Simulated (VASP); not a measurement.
# La2AlF (I4/mmm) in VASP: a series of runs

The runs below take La2AlF through single point, with PBE.

Everything below comes from runs of VASP 6.6.1. Logs are shortened: lines on timing, memory, paths and dates and some standing lists are left out, and cuts for length are marked.

### Step 1. The cell of the first run

It takes space group I4/mmm (No. 139, tetragonal). Conventional cell: a = 4.729 Å, b = 4.729 Å, c = 8.059 Å, α = 90.00°, β = 90.00°, γ = 90.00°. La (site symmetry 4mm) has 1 F at 1.86 Å and 1 Al at 2.17 Å within 2.5 Å. Within 2.9 Å of Al (site symmetry 4/mmm) lie 2 La at 2.17 Å. F (site symmetry 4/mmm) has 2 La at 1.86 Å within 2.5 Å.

### Step 2. Single point, PBE

The input, INCAR:

```
PREC = Accurate ; ENCUT = 520
EDIFF = 1E-6 ; ISMEAR = 0
SIGMA = 0.1 ; LREAL = False
LASPH = True ; NELM = 100
ALGO = Normal ; ISIF = 2
LWAVE = False ; LCHARG = False
GGA = PE ; NBANDS = 24
```

The input, KPOINTS:

```
Automatic mesh
0
Gamma
  6 6 6
```

The input, POSCAR:

```
La2AlF
1.0
   -2.3646148600      2.3646148600      4.0293941000
    2.3646148600     -2.3646148600      4.0293941000
    2.3646148600      2.3646148600     -4.0293941000
La Al F
2 1 1
Direct
    0.2308350900      0.2308350900      0.0000000000
    0.7691649100      0.7691649100      0.0000000000
    0.5000000000      0.5000000000      0.0000000000
    0.0000000000      0.0000000000      0.0000000000
```

Potentials or basis: VASP PAW PBE potentials, release 64 (La, Al, F).

On the command line:

```sh
$ cat potpaw_PBE.64/La/POTCAR potpaw_PBE.64/Al/POTCAR potpaw_PBE.64/F/POTCAR > POTCAR
$ mpirun -np 1 vasp_std > vasp.out
```

OUTCAR:

```text
PREC = Accurate
   ENCUT = 520
   EDIFF = 1E-6
   ISMEAR = 0
   LREAL = False
   LASPH = True
   NELM = 100
   ISIF = 2
   GGA = PE

 ion  position               nearest neighbor table
   1  0.231  0.231  0.000-   4 1.86   3 2.17   2 3.36   2 3.36   2 3.36   2 3.36
   2  0.769  0.769  0.000-   4 1.86   3 2.17   1 3.36   1 3.36   1 3.36   1 3.36
   3  0.500  0.500  0.000-   1 2.17   2 2.17
   4  0.000  0.000  0.000-   1 1.86   2 1.86

  LATTYP: Found a body centered tetragonal cell.
 ALAT       =     4.7292297200
 C/A-ratio  =     1.7040382213

  Lattice vectors:

 A1 = (  -2.3646148600,   2.3646148600,   4.0293941000)
 A2 = (   2.3646148600,  -2.3646148600,   4.0293941000)
 A3 = (   2.3646148600,   2.3646148600,  -4.0293941000)

Analysis of symmetry for initial positions (statically):
=====================================================================
 Subroutine PRICEL returns:
 Original cell was already a primitive cell.

 Routine SETGRP: Setting up the symmetry group for a
 body centered tetragonal supercell.

 Subroutine GETGRP returns: Found 16 space group operations
 (whereof 16 operations were pure point group operations)
 out of a pool of 16 trial point group operations.

The static configuration has the point symmetry D_4h.

Analysis of symmetry for dynamics (positions and initial velocities):
=====================================================================
 Subroutine PRICEL returns:
 Original cell was already a primitive cell.

 Routine SETGRP: Setting up the symmetry group for a
 body centered tetragonal supercell.

 Subroutine GETGRP returns: Found 16 space group operations
 (whereof 16 operations were pure point group operations)
 out of a pool of 16 trial point group operations.

The dynamic configuration has the point symmetry D_4h.

 Subroutine INISYM returns: Found 16 space group operations
 (whereof 16 operations are pure point group operations),
 and found     1 'primitive' translations

----------------------------------------------------------------------------------------

                                     Primitive cell

  volume of cell :      90.1199

  direct lattice vectors                    reciprocal lattice vectors
    -2.364614860  2.364614860  4.029394100     0.000000000  0.211450925  0.124088135
     2.364614860 -2.364614860  4.029394100     0.211450925  0.000000000  0.124088135
     2.364614860  2.364614860 -4.029394100     0.211450925  0.211450925  0.000000000

  length of vectors
     5.236298663  5.236298663  5.236298663     0.245172101  0.245172101  0.299036766

  position of ions in fractional coordinates (direct lattice)
     0.230835090  0.230835090  0.000000000
     0.769164910  0.769164910  0.000000000
     0.500000000  0.500000000  0.000000000
     0.000000000  0.000000000  0.000000000

  ion indices of the primitive-cell ions
   primitive index   ion index
                 1           1
                 2           2
                 3           3
                 4           4

----------------------------------------------------------------------------------------

 KPOINTS: Automatic mesh

Automatic generation of k-mesh.
 Grid dimensions read from file:
 generate k-points for:    6    6    6

 Generating k-lattice:

  Cartesian coordinates                     Fractional coordinates (reciprocal lattice)
     0.000000000  0.035241821  0.020681356     0.166666667  0.000000000 -0.000000000
     0.035241821  0.000000000  0.020681356     0.000000000  0.166666667 -0.000000000
     0.035241821  0.035241821  0.000000000     0.000000000  0.000000000  0.166666667

  Length of vectors
     0.040862017  0.040862017  0.049839461

  Shift w.r.t. Gamma in fractional coordinates (k-lattice)
     0.000000000  0.000000000  0.000000000

 Subroutine IBZKPT returns following result:
 ===========================================

 Found     30 irreducible k-points:

 Following reciprocal coordinates:
            Coordinates               Weight
  0.000000  0.000000  0.000000      1.000000
  0.166667  0.000000  0.000000      8.000000
  0.333333 -0.000000  0.000000      8.000000
  0.500000 -0.000000  0.000000      4.000000
  0.166667  0.166667  0.000000      8.000000
  0.333333  0.166667  0.000000     16.000000
[... 16 lines left out ...]
 -0.333333 -0.333333  0.166667      8.000000
 -0.166667 -0.333333  0.166667      8.000000
 [... further k-points ...]
   k-points           NKPTS =     30   k-points in BZ     NKDIM =     30   number of bands    NBANDS=     24
   number of dos      NEDOS =    301   number of ions     NIONS =      4
   total plane-waves  NPLWV =  64000
   dimension x,y,z NGX =    40 NGY =   40 NGZ =   40
   dimension x,y,z NGXF=    80 NGYF=   80 NGZF=   80
   ions per type =               2   1   1
   NGX,Y,Z   is equivalent  to a cutoff of  12.70, 12.70, 12.70 a.u.
   NGXF,Y,Z  is equivalent  to a cutoff of  25.40, 25.40, 25.40 a.u.
 SYSTEM =  unknown system
   PREC   = accura    normal or accurate (medium, high low for compatibility)
   ISTART =      0    job   : 0-new  1-cont  2-samecut
   ICHARG =      2    charge: 1-file 2-atom 10-const
   ISPIN  =      1    spin polarized calculation?
   LNONCOLLINEAR =      F non collinear calculations
   LSORBIT =      F    spin-orbit coupling
   LASPH  =      T    aspherical Exc in radial PAW
   ENCUT  =  520.0 eV  38.22 Ry    6.18 a.u.   9.74  9.74  9.74*2*pi/ulx,y,z
   NELM   =    100;   NELMIN=  2; NELMDL= -5     # of ELM steps
   EDIFF  = 0.1E-05   stopping-criterion for ELM
   LREAL  =      F    real-space projection
   EDIFFG = 0.1E-04   stopping-criterion for IOM
   NSW    =      0    number of steps for IOM
   IBRION =     -1    ionic relax: 0-MD 1-quasi-New 2-CG
   NFREE  =      0    steps in history (QN), initial steepest desc. (CG)
   ISIF   =      2    stress and relaxation
   ISYM   =      2    0-nonsym 1-usesym 2-fastsym
   POTIM  = 0.5000    time-step for ionic-motion
   TEBEG  =    0.0;   TEEND  =   0.0 temperature during run
   PSTRESS=    0.0 pullay stress
   NELECT =      32.0000    total number of electrons
   NUPDOWN=      -1.0000    fix difference up-down
   EMIN   =  10.00;   EMAX   =-10.00  energy-range for DOS
   EFERMI =   0.00;   METHOD = LEGACY
   ISMEAR =     0;   SIGMA  =   0.10  broadening in eV -4-tet -1-fermi 0-gaus
   EFERMI_NEDOS =   21; number of points for ismear=-14 and -15
   IALGO  =     38    algorithm
   IMIX   =      4    mixing-type and parameters
     AMIX     =   0.40;   BMIX     =  1.00
     AMIX_MAG =   1.60;   BMIX_MAG =  1.00
  volume/ion in A,a.u.               =      22.53       152.04
  Fermi-wavevector in a.u.,A,eV,Ry     =   1.159270  2.190703 18.284967  1.343907
  Thomas-Fermi vector in A             =   2.295864
   LORBIT       =      0    0 simple, 1 ext, 2 COOP (PROOUT), +10 PAW based schemes
   GGA     = PE    functional components
   LHFCALC =     F    Hartree Fock is set to
   AEXX    =    0.0000 exact exchange contribution
   IVDW    =     0    specifies the selected vdW correction
   LEPSILON=     F    determine dielectric tensor
   LRPA    =     F    only Hartree local field effects (RPA)
 non-spin polarized calculation
 Gauss-broadening in eV      SIGMA  =   0.10
  energy-cutoff  :      520.00
  volume of cell :       90.12
 maximum number of plane-waves:      2446
   NGX = 19   NGY = 19   NGZ = 19

 number of electron      32.0000007 magnetization

 Free energy of the ion-electron system (eV)
  ---------------------------------------------------
  ext. energy  EPLUGINS =         0.00000000
  ---------------------------------------------------
  free energy    TOTEN  =        -8.56861115 eV

  energy without entropy =       -8.54758185  energy(sigma->0) =       -8.55809650

 E-fermi :   8.0668     XC(G=0):  -9.9016

 val. band max:        8.0572367571   @ k =  -0.1667  -0.3333   0.1667
 cond. band min:       8.0840071207   @ k =  -0.3333   0.1667  -0.0000
 fundamental gap:      0.0267703636
 Fermi energy:         8.0667788578

 k-point     1 :       0.0000    0.0000    0.0000
  band No.  band energies     occupation
      1     -25.6908      2.00000
      2     -24.4683      2.00000
      3     -20.5133      2.00000
      4     -11.3388      2.00000
      5      -8.9074      2.00000
      6      -8.9074      2.00000
[... 16 lines left out ...]
     23      10.5221      0.00000
     24      10.9168      0.00000

 k-point     2 :       0.1667    0.0000    0.0000
  band No.  band energies     occupation
      1     -25.6551      2.00000
      2     -24.5197      2.00000
      3     -20.4939      2.00000
      4     -11.3557      2.00000
      5      -8.8505      2.00000
      6      -8.8407      2.00000
[... 16 lines left out ...]
     23      10.5466      0.00000
     24      10.7534      0.00000

 k-point     3 :       0.3333   -0.0000    0.0000
  band No.  band energies     occupation
      1     -25.5728      2.00000
      2     -24.6326      2.00000
      3     -20.4555      2.00000
      4     -11.3891      2.00000
      5      -8.6867      2.00000
      6      -8.6547      2.00000
[... 16 lines left out ...]
     23      10.4693      0.00000
     24      10.5658      0.00000

 k-point     4 :       0.5000   -0.0000    0.0000
  band No.  band energies     occupation
      1     -25.5239      2.00000
      2     -24.6965      2.00000
      3     -20.4367      2.00000
      4     -11.4058      2.00000
      5      -8.5052      2.00000
      6      -8.4585      2.00000
[... 16 lines left out ...]
     23      10.2021      0.00000
     24      10.5342      0.00000

 k-point     5 :       0.1667    0.1667    0.0000
  band No.  band energies     occupation
      1     -25.5989      2.00000
      2     -24.5996      2.00000
      3     -20.4609      2.00000
      4     -11.3991      2.00000
      5      -9.0415      2.00000
      6      -8.6077      2.00000
[... 16 lines left out ...]
     23      10.5737      0.00000
     24      10.7092      0.00000

 k-point     6 :       0.3333    0.1667    0.0000
  band No.  band energies     occupation
      1     -25.5298      2.00000
      2     -24.6888      2.00000
      3     -20.4353      2.00000
      4     -11.4032      2.00000
      5      -9.0700      2.00000
      6      -8.5216      2.00000
[... 16 lines left out ...]
     23      10.4486      0.00000
     24      10.6685      0.00000
[... 379 lines left out ...]
 k-point    21 :      -0.3333    0.5000    0.1667
  band No.  band energies     occupation
      1     -25.4786      2.00000
      2     -24.7515      2.00000
      3     -20.4336      2.00000
      4     -11.2470      2.00000
      5      -9.1631      2.00000
      6      -8.4292      2.00000
[... 16 lines left out ...]
     23      10.3499      0.00000
     24      10.6137      0.00000

 k-point    22 :      -0.1667    0.5000    0.1667
  band No.  band energies     occupation
      1     -25.4957      2.00000
      2     -24.7348      2.00000
      3     -20.4283      2.00000
      4     -11.3439      2.00000
      5      -8.8036      2.00000
      6      -8.7657      2.00000
[... 16 lines left out ...]
     23      10.5266      0.00000
     24      10.7104      0.00000

 k-point    23 :      -0.3333   -0.3333    0.1667
  band No.  band energies     occupation
      1     -25.4858      2.00000
      2     -24.7504      2.00000
      3     -20.4200      2.00000
      4     -11.3315      2.00000
      5      -9.1537      2.00000
      6      -8.7196      2.00000
[... 16 lines left out ...]
     23      10.5901      0.00000
     24      10.6224      0.00000

 k-point    24 :      -0.1667   -0.3333    0.1667
  band No.  band energies     occupation
      1     -25.5502      2.00000
      2     -24.6704      2.00000
      3     -20.4334      2.00000
      4     -11.4052      2.00000
      5      -8.9565      2.00000
      6      -8.9456      2.00000
[... 16 lines left out ...]
     23      10.5250      0.00000
     24      10.6991      0.00000

 [... further k-points ...]

------------------------ aborting loop because EDIFF is reached ----------------------------------------

  FORCE on cell =-STRESS in cart. coord.  units (eV):
  Direction    XX          YY          ZZ          XY          YZ          ZX
  --------------------------------------------------------------------------------------
  -------------------------------------------------------------------------------------
  Total        1.3199588      1.3199588     77.7402992      0.0000000      0.0000000      0.0000000
  in kB       23.4666111     23.4666111   1382.0896779      0.0000000      0.0000000      0.0000000
  external PRESSURE =     476.3409667 kB  Pullay stress =       0.0000000 kB

 VOLUME and BASIS-vectors are now :
 -----------------------------------------------------------------------------
  energy-cutoff  :      520.00
  volume of cell :       90.12
      direct lattice vectors                 reciprocal lattice vectors
    -2.364614860  2.364614860  4.029394100     0.000000000  0.211450925  0.124088135
     2.364614860 -2.364614860  4.029394100     0.211450925  0.000000000  0.124088135
     2.364614860  2.364614860 -4.029394100     0.211450925  0.211450925  0.000000000

 POSITION                                       TOTAL-FORCE (eV/Angst)
 -----------------------------------------------------------------------------------
      0.00000      0.00000      1.86025         0.000000      0.000000     -2.164410
      0.00000      0.00000      6.19854        -0.000000     -0.000000      2.164410
      0.00000      0.00000      4.02939        -0.000000     -0.000000      0.000000
      0.00000      0.00000      0.00000        -0.000000     -0.000000      0.000000
 -----------------------------------------------------------------------------------
    total drift:                                0.000000     -0.000000      0.000000

  FREE ENERGIE OF THE ION-ELECTRON SYSTEM (eV)
  ---------------------------------------------------
  free  energy   TOTEN  =        -8.5686111454 eV

  energy  without entropy=       -8.5475818532  energy(sigma->0) =       -8.55809650
```

Run time: 99 s. Hardware: 1 thread of Intel Xeon Platinum 8259CL at 2.50GHz (Skylake/Cascade Lake), shared host; peak memory 0.29 GiB.

What came out:

| Quantity | Value |
| --- | --- |
| Free energy | -8.5686 eV |
| Pressure | 47.6 GPa |
| Largest force | 2.164 eV/Å |
| Band gap on the k mesh | zero (band 16 reaches 8.67 eV, above the bottom of band 17 at 7.24 eV) |

Forces in eV/Å, atoms in the order of the input:
```
La   0.000  0.000 -2.164
La   0.000  0.000  2.164
Al   0.000  0.000  0.000
F    0.000  0.000  0.000
```

Stress tensor (GPa, compression positive):
```
  2.35   0.00   0.00
  0.00   2.35   0.00
  0.00   0.00 138.21
```

Caveat: spin-orbit coupling is left out, which moves the levels of the heavy elements; forces of over 1 eV/Å act on the atoms, so gaps and moduli don't describe the material at rest.

### Step 3. Single point, PBE

This run uses another cell than the first one, of 29.22 Å³/atom, 1.297 times its volume.

The input, INCAR:

```
SYSTEM = La2AlF
ALGO = Normal
EDIFF = 1E-6
ENCUT = 520
GGA = PE
ISIF = 2
ISMEAR = 0
LASPH = .True.
LCHARG = .False.
LREAL = .False.
LWAVE = .False.
NBANDS = 24
NELM = 100
PREC = Accurate
SIGMA = 0.1
```

The input, KPOINTS:

```
k-points
0
Gamma
  6 6 6
  0 0 0
```

The input, POSCAR:

```
La2AlF
1.0
   -2.2270171774      2.2270171774      5.8920761259
    2.2270171774     -2.2270171774      5.8920761259
    2.2270171774      2.2270171774     -5.8920761259
La Al F
2 1 1
Direct
    0.1895990102      0.1895990102      0.0000000000
    0.8104009898      0.8104009898      0.0000000000
    0.5000000000      0.5000000000      0.0000000000
    0.0000000000      0.0000000000      0.0000000000
```

Potentials or basis: VASP PAW PBE potentials, release 64 (La, Al, F).

On the command line:

```sh
$ cat potpaw_PBE.64/La/POTCAR potpaw_PBE.64/Al/POTCAR potpaw_PBE.64/F/POTCAR > POTCAR
$ mpirun -np 1 vasp_std > vasp.out
```

Wall time 3.2 min (1 thread of Intel Xeon Platinum 8259CL at 2.50GHz (Skylake/Cascade Lake), shared host); peak memory 0.41 GiB.

It converged, with:

| Item | Value |
| --- | --- |
| Free energy | -18.9849 eV |
| Pressure | 0.0 GPa |
| Largest force | 0.016 eV/Å |
| Band gap on the k mesh | zero (band 16 reaches 6.45 eV, above the bottom of band 17 at 5.86 eV) |

Forces in eV/Å, atoms in the order of the input:
```
La   0.000  0.000  0.016
La   0.000  0.000 -0.016
Al   0.000  0.000  0.000
F    0.000  0.000  0.000
```

Stress tensor (GPa, compression positive):
```
-0.04  0.00  0.00
 0.00 -0.04  0.00
 0.00  0.00  0.15
```

Levels at points of the mesh, in eV from the Fermi level:
```tsv
k point	band 13	band 14	band 15	band 16	band 17	band 18	band 19	band 20
(0.00, 0.00, 0.00)	-4.99	-1.58	-0.94	-0.30	0.37	0.88	0.88	1.18
(0.50, 0.00, 0.00)	-3.47	-1.67	-0.80	-0.59	0.06	0.49	0.98	1.41
(0.50, 0.50, 0.00)	-3.79	-0.81	-0.29	0.50	0.70	1.04	1.17	1.35
(0.50, 0.50, 0.50)	-4.59	-2.34	-1.69	0.39	1.08	1.17	1.17	1.56
```

Caveat: spin-orbit coupling is left out, which moves the levels of the heavy elements.
